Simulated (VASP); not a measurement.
# SiC (R3m) in VASP: a series of runs

Runs on SiC. Level: PBE. Tasks: single point.

Everything below comes from runs of VASP 6.6.1. Logs are shortened: lines on timing, memory, paths and dates and some standing lists are left out, and cuts for length are marked.

### Step 1. The cell of the first run

The structure is trigonal, space group R3m (No. 160). Conventional cell: a = 2.936 Å, b = 2.936 Å, c = 7.427 Å, α = 90.00°, β = 90.00°, γ = 120.00°. Si (site symmetry 3m) has 4 C at 1.80 to 1.86 Å within 2.4 Å. Within 2.4 Å of C (site symmetry 3m) lie 4 Si at 1.80 to 1.86 Å.

### Step 2. Single point, PBE

File INCAR:

```
ALGO = Normal
EDIFF = 1E-6
ENCUT = 520
GGA = PE
ISIF = 2
ISMEAR = 0
LASPH = T
LCHARG = F
LREAL = F
LWAVE = F
NBANDS = 11
NELM = 80
PREC = Accurate
SIGMA = 0.05
```

File KPOINTS:

```
k-points
0
Gamma
  12 12 12
```

File POSCAR:

```
SiC
1.0
    0.0000000000      2.0761669971      2.0761669971
    2.0761669971      0.0000000000      2.0761669971
    2.1212890265      2.1212890265     -0.0451220294
Si C
1 1
Direct
    0.0000000000      0.0000000000      0.0000000000
    0.7500000000      0.7500000000      0.7500000000
```

Potentials or basis: VASP PAW PBE potentials, release 64 (Si, C).

On the command line:

```sh
cat potpaw_PBE.64/Si/POTCAR potpaw_PBE.64/C/POTCAR > POTCAR
mpirun -np 1 vasp_std > vasp.out
```

OUTCAR:

```text
EDIFF = 1E-6
   ENCUT = 520
   GGA = PE
   ISIF = 2
   ISMEAR = 0
   LASPH = T
   LREAL = F
   NELM = 80
   PREC = Accurate

 ion  position               nearest neighbor table
   1  0.000  0.000  0.000-   2 1.80   2 1.80   2 1.80   2 1.86
   2  0.750  0.750  0.750-   1 1.80   1 1.80   1 1.80   1 1.86

  LATTYP: Found a trigonal (rhomboedric) cell.
 ALAT       =     3.0002950297
 COS(alpha) =     0.5211531429

  Lattice vectors:

 A1 = (   2.1212890265,   0.0451220294,  -2.1212890265)
 A2 = (   0.0451220294,   2.1212890265,  -2.1212890265)
 A3 = (   2.1212890265,   2.1212890265,  -0.0451220294)

Analysis of symmetry for initial positions (statically):
=====================================================================
 Subroutine PRICEL returns:
 Original cell was already a primitive cell.

 Routine SETGRP: Setting up the symmetry group for a
 trigonal (rhombohedral) supercell.

 Subroutine GETGRP returns: Found  6 space group operations
 (whereof  6 operations were pure point group operations)
 out of a pool of 12 trial point group operations.

The static configuration has the point symmetry C_3v.

Analysis of symmetry for dynamics (positions and initial velocities):
=====================================================================
 Subroutine PRICEL returns:
 Original cell was already a primitive cell.

 Routine SETGRP: Setting up the symmetry group for a
 trigonal (rhombohedral) supercell.

 Subroutine GETGRP returns: Found  6 space group operations
 (whereof  6 operations were pure point group operations)
 out of a pool of 12 trial point group operations.

The dynamic configuration has the point symmetry C_3v.

 Subroutine INISYM returns: Found  6 space group operations
 (whereof  6 operations are pure point group operations),
 and found     1 'primitive' translations

----------------------------------------------------------------------------------------

                                     Primitive cell

  volume of cell :      18.4820

  direct lattice vectors                    reciprocal lattice vectors
     0.000000000  2.076166997  2.076166997    -0.238294030  0.243362793  0.238294030
     2.076166997  0.000000000  2.076166997     0.243362793 -0.238294030  0.238294030
     2.121289026  2.121289026 -0.045122029     0.233225268  0.233225268 -0.233225268

  length of vectors
     2.936143525  2.936143525  3.000295030     0.415684422  0.415684422  0.403958013

  position of ions in fractional coordinates (direct lattice)
     0.000000000  0.000000000  0.000000000
     0.750000000  0.750000000  0.750000000

  ion indices of the primitive-cell ions
   primitive index   ion index
                 1           1
                 2           2

----------------------------------------------------------------------------------------

 KPOINTS: k-points

Automatic generation of k-mesh.
 Grid dimensions read from file:
 generate k-points for:   12   12   12

 Generating k-lattice:

  Cartesian coordinates                     Fractional coordinates (reciprocal lattice)
    -0.019857836  0.020280233  0.019857836     0.083333333  0.000000000  0.000000000
     0.020280233 -0.019857836  0.019857836     0.000000000  0.083333333  0.000000000
     0.019435439  0.019435439 -0.019435439     0.000000000  0.000000000  0.083333333

  Length of vectors
     0.034640368  0.034640368  0.033663168

  Shift w.r.t. Gamma in fractional coordinates (k-lattice)
     0.000000000  0.000000000  0.000000000

 Subroutine IBZKPT returns following result:
 ===========================================

 Found    189 irreducible k-points:

 Following reciprocal coordinates:
            Coordinates               Weight
  0.000000  0.000000  0.000000      1.000000
  0.083333  0.000000 -0.000000      6.000000
  0.166667  0.000000 -0.000000      6.000000
  0.250000  0.000000 -0.000000      6.000000
  0.333333  0.000000  0.000000      6.000000
  0.416667  0.000000 -0.000000      6.000000
[... 16 lines left out ...]
  0.500000  0.166667 -0.000000     12.000000
 -0.416667  0.166667  0.000000     12.000000
 [... further k-points ...]
   k-points           NKPTS =    189   k-points in BZ     NKDIM =    189   number of bands    NBANDS=     11
   number of dos      NEDOS =    301   number of ions     NIONS =      2
   total plane-waves  NPLWV =  13824
   dimension x,y,z NGX =    24 NGY =   24 NGZ =   24
   dimension x,y,z NGXF=    48 NGYF=   48 NGZF=   48
   ions per type =               1   1
   NGX,Y,Z   is equivalent  to a cutoff of  13.59, 13.59, 13.30 a.u.
   NGXF,Y,Z  is equivalent  to a cutoff of  27.18, 27.18, 26.60 a.u.
 SYSTEM =  unknown system
   PREC   = accura    normal or accurate (medium, high low for compatibility)
   ISTART =      0    job   : 0-new  1-cont  2-samecut
   ICHARG =      2    charge: 1-file 2-atom 10-const
   ISPIN  =      1    spin polarized calculation?
   LNONCOLLINEAR =      F non collinear calculations
   LSORBIT =      F    spin-orbit coupling
   LASPH  =      T    aspherical Exc in radial PAW
   ENCUT  =  520.0 eV  38.22 Ry    6.18 a.u.   5.46  5.46  5.58*2*pi/ulx,y,z
   NELM   =     80;   NELMIN=  2; NELMDL= -5     # of ELM steps
   EDIFF  = 0.1E-05   stopping-criterion for ELM
   LREAL  =      F    real-space projection
   EDIFFG = 0.1E-04   stopping-criterion for IOM
   NSW    =      0    number of steps for IOM
   IBRION =     -1    ionic relax: 0-MD 1-quasi-New 2-CG
   NFREE  =      0    steps in history (QN), initial steepest desc. (CG)
   ISIF   =      2    stress and relaxation
   ISYM   =      2    0-nonsym 1-usesym 2-fastsym
   POTIM  = 0.5000    time-step for ionic-motion
   TEBEG  =    0.0;   TEEND  =   0.0 temperature during run
   PSTRESS=    0.0 pullay stress
   NELECT =       8.0000    total number of electrons
   NUPDOWN=      -1.0000    fix difference up-down
   EMIN   =  10.00;   EMAX   =-10.00  energy-range for DOS
   EFERMI =   0.00;   METHOD = LEGACY
   ISMEAR =     0;   SIGMA  =   0.05  broadening in eV -4-tet -1-fermi 0-gaus
   EFERMI_NEDOS =   21; number of points for ismear=-14 and -15
   IALGO  =     38    algorithm
   IMIX   =      4    mixing-type and parameters
     AMIX     =   0.40;   BMIX     =  1.00
     AMIX_MAG =   1.60;   BMIX_MAG =  1.00
  volume/ion in A,a.u.               =       9.24        62.36
  Fermi-wavevector in a.u.,A,eV,Ry     =   1.238384  2.340206 20.865810  1.533594
  Thomas-Fermi vector in A             =   2.372911
   LORBIT       =      0    0 simple, 1 ext, 2 COOP (PROOUT), +10 PAW based schemes
   GGA     = PE    functional components
   LHFCALC =     F    Hartree Fock is set to
   AEXX    =    0.0000 exact exchange contribution
   IVDW    =     0    specifies the selected vdW correction
   LEPSILON=     F    determine dielectric tensor
   LRPA    =     F    only Hartree local field effects (RPA)
 non-spin polarized calculation
 Gauss-broadening in eV      SIGMA  =   0.05
  energy-cutoff  :      520.00
  volume of cell :       18.48
 maximum number of plane-waves:       531
 NGX is ok and might be reduce to    24
   NGX = 11   NGY = 11   NGZ = 11

 number of electron       8.0000000 magnetization

 Free energy of the ion-electron system (eV)
  ---------------------------------------------------
  ext. energy  EPLUGINS =         0.00000000
  ---------------------------------------------------
  free energy    TOTEN  =       -14.78573903 eV

  energy without entropy =      -14.78573903  energy(sigma->0) =      -14.78573903

 E-fermi :   9.7439     XC(G=0): -11.8562

 val. band max:        9.5064144881   @ k =   0.0000   0.0000   0.0000
 cond. band min:      10.6499296465   @ k =   0.5000   0.5000   0.0000
 fundamental gap:      1.1435151583
 Fermi energy:         9.7439250636

 k-point     1 :       0.0000    0.0000    0.0000
  band No.  band energies     occupation
      1      -6.8954      2.00000
      2       9.2552      2.00000
      3       9.5064      2.00000
      4       9.5064      2.00000
      5      16.3636      0.00000
      6      17.6692      0.00000
      7      17.8461      0.00000
      8      17.8461      0.00000
      9      24.6291      0.00000
     10      24.6291      0.00000
     11      27.3673      0.00000

 k-point     2 :       0.0833    0.0000   -0.0000
  band No.  band energies     occupation
      1      -6.7445      2.00000
      2       8.7472      2.00000
      3       9.1999      2.00000
      4       9.4003      2.00000
      5      16.4888      0.00000
      6      17.6894      0.00000
      7      18.0389      0.00000
      8      18.2360      0.00000
      9      23.6873      0.00000
     10      23.8447      0.00000
     11      26.8785      0.00000

 k-point     3 :       0.1667    0.0000   -0.0000
  band No.  band energies     occupation
      1      -6.2959      2.00000
      2       7.0626      2.00000
      3       8.9556      2.00000
      4       9.1369      2.00000
      5      16.4811      0.00000
      6      17.7927      0.00000
      7      18.3671      0.00000
      8      19.1646      0.00000
      9      22.7025      0.00000
     10      23.0673      0.00000
     11      26.0309      0.00000

 k-point     4 :       0.2500    0.0000   -0.0000
  band No.  band energies     occupation
      1      -5.5631      2.00000
      2       5.0177      2.00000
      3       8.6836      2.00000
      4       8.8263      2.00000
      5      16.2124      0.00000
      6      17.7619      0.00000
      7      18.2863      0.00000
      8      19.9150      0.00000
      9      22.8441      0.00000
     10      23.4410      0.00000
     11      25.6480      0.00000

 k-point     5 :       0.3333    0.0000    0.0000
  band No.  band energies     occupation
      1      -4.5820      2.00000
      2       2.9686      2.00000
      3       8.4547      2.00000
      4       8.5578      2.00000
      5      15.9386      0.00000
      6      17.3592      0.00000
      7      17.8350      0.00000
      8      20.1788      0.00000
      9      24.1189      0.00000
     10      24.9242      0.00000
     11      26.0552      0.00000
[... 211 lines left out ...]
 k-point    21 :       0.3333    0.1667    0.0000
  band No.  band energies     occupation
      1      -4.7717      2.00000
      2       4.5633      2.00000
      3       7.4191      2.00000
      4       7.5877      2.00000
      5      14.6192      0.00000
      6      17.7629      0.00000
      7      19.5863      0.00000
      8      19.9112      0.00000
      9      23.1466      0.00000
     10      26.3788      0.00000
     11      28.4905      0.00000

 k-point    22 :       0.4167    0.1667   -0.0000
  band No.  band energies     occupation
      1      -3.7499      2.00000
      2       2.7267      2.00000
      3       7.0019      2.00000
      4       7.3572      2.00000
      5      14.3867      0.00000
      6      18.0972      0.00000
      7      19.3412      0.00000
      8      20.3168      0.00000
      9      23.8870      0.00000
     10      27.6816      0.00000
     11      28.7910      0.00000

 k-point    23 :       0.5000    0.1667   -0.0000
  band No.  band energies     occupation
      1      -2.7068      2.00000
      2       1.2018      2.00000
      3       6.5138      2.00000
      4       7.4654      2.00000
      5      14.4217      0.00000
      6      18.0050      0.00000
      7      18.8303      0.00000
      8      21.4541      0.00000
      9      24.4430      0.00000
     10      27.8170      0.00000
     11      29.0880      0.00000

 k-point    24 :      -0.4167    0.1667    0.0000
  band No.  band energies     occupation
      1      -2.4493      2.00000
      2       0.8689      2.00000
      3       6.1845      2.00000
      4       7.7488      2.00000
      5      14.7713      0.00000
      6      17.8326      0.00000
      7      18.4984      0.00000
      8      21.7857      0.00000
      9      25.3262      0.00000
     10      25.8770      0.00000
     11      29.0482      0.00000

 [... further k-points ...]
[... 5 lines left out ...]
  --------------------------------------------------------------------------------------
  -------------------------------------------------------------------------------------
  Total        4.0475334      4.0475334      4.0475334     -0.8891134      0.8891134      0.8891134
  in kB      350.8746990    350.8746990    350.8746990    -77.0759261     77.0759261     77.0759261
  external PRESSURE =     350.8746990 kB  Pullay stress =       0.0000000 kB

 VOLUME and BASIS-vectors are now :
 -----------------------------------------------------------------------------
  energy-cutoff  :      520.00
  volume of cell :       18.48
      direct lattice vectors                 reciprocal lattice vectors
     0.000000000  2.076166997  2.076166997    -0.238294030  0.243362793  0.238294030
     2.076166997  0.000000000  2.076166997     0.243362793 -0.238294030  0.238294030
     2.121289026  2.121289026 -0.045122029     0.233225268  0.233225268 -0.233225268

 POSITION                                       TOTAL-FORCE (eV/Angst)
 -----------------------------------------------------------------------------------
      0.00000      0.00000      0.00000         0.289309      0.289309     -0.289309
      3.14809      3.14809      3.08041        -0.289309     -0.289309      0.289309
 -----------------------------------------------------------------------------------
    total drift:                               -0.000084     -0.000084      0.000084

  FREE ENERGIE OF THE ION-ELECTRON SYSTEM (eV)
  ---------------------------------------------------
  free  energy   TOTEN  =       -14.7857390295 eV

  energy  without entropy=      -14.7857390295  energy(sigma->0) =      -14.78573903
```

It took 34 s on 1 thread of AMD EPYC 7R43 (Zen 3), shared host; peak memory 0.12 GiB.

What came out:

- Free energy: -14.7857 eV
- Pressure: 35.1 GPa
- Largest force: 0.501 eV/Å
- Band gap on the k mesh: 1.14 eV, indirect (least direct gap 4.44 eV)

Forces in eV/Å, atoms in the order of the input:
```
Si   0.289  0.289 -0.289
C   -0.289 -0.289  0.289
```

### Step 3. Single point, PBE

File INCAR:

```
  PREC = Accurate
  ENCUT = 520
  EDIFF = 1E-7
  ISMEAR = 0
  SIGMA = 0.05
  LREAL = F
  LASPH = T
  NELM = 60
  ALGO = Normal
  ISIF = 2
  LWAVE = F
  LCHARG = F
  GGA = PE
  NBANDS = 11
```

File KPOINTS:

```
Automatic mesh
0
Gamma
  12 12 12
```

File POSCAR:

```
SiC
1.0
    0.0000000000      2.0541245070      2.0541245070
    2.0541245070      0.0000000000      2.0541245070
    2.1447798685      2.1447798685     -0.0906553616
Si C
1 1
Direct
    0.0000000000      0.0000000000      0.0000000000
    0.7500000000      0.7500000000      0.7500000000
```

Potentials or basis: VASP PAW PBE potentials, release 64 (Si, C).

On the command line:

```sh
cat potpaw_PBE.64/Si/POTCAR potpaw_PBE.64/C/POTCAR > POTCAR
mpirun -np 1 vasp_std > vasp.out
```

It took 36 s on 1 thread of AMD EPYC 7R43 (Zen 3), shared host; peak memory 0.12 GiB.

It converged, with:

```
Free energy            : -14.7016 eV
Pressure               : 36.2 GPa
Largest force          : 0.892 eV/Å
Band gap on the k mesh : 1.00 eV, indirect (least direct gap 4.20 eV)
```

Forces on the atoms (eV/Å):
```
Si   0.515  0.515 -0.515
C   -0.515 -0.515  0.515
```

Stress tensor (GPa, compression positive):
```
 36.22 -15.02  15.02
-15.02  36.22  15.02
 15.02  15.02  36.22
```

Levels at points of the mesh, in eV from the valence-band top:
```csv
k point,band 1,band 2,band 3,band 4,band 5,band 6,band 7,band 8
"(0.00, 0.00, 0.00)",-16.50,-0.53,0.00,0.00,5.85,8.50,8.54,8.54
"(0.50, 0.00, 0.00)",-12.31,-9.30,-1.43,-1.29,5.79,7.00,7.86,10.42
"(0.50, 0.50, 0.00)",-10.93,-8.34,-3.90,-3.20,1.00,4.67,14.83,15.04
"(0.00, 0.00, 0.50)",-13.03,-9.48,-0.84,-0.84,7.33,8.15,8.15,10.83
```
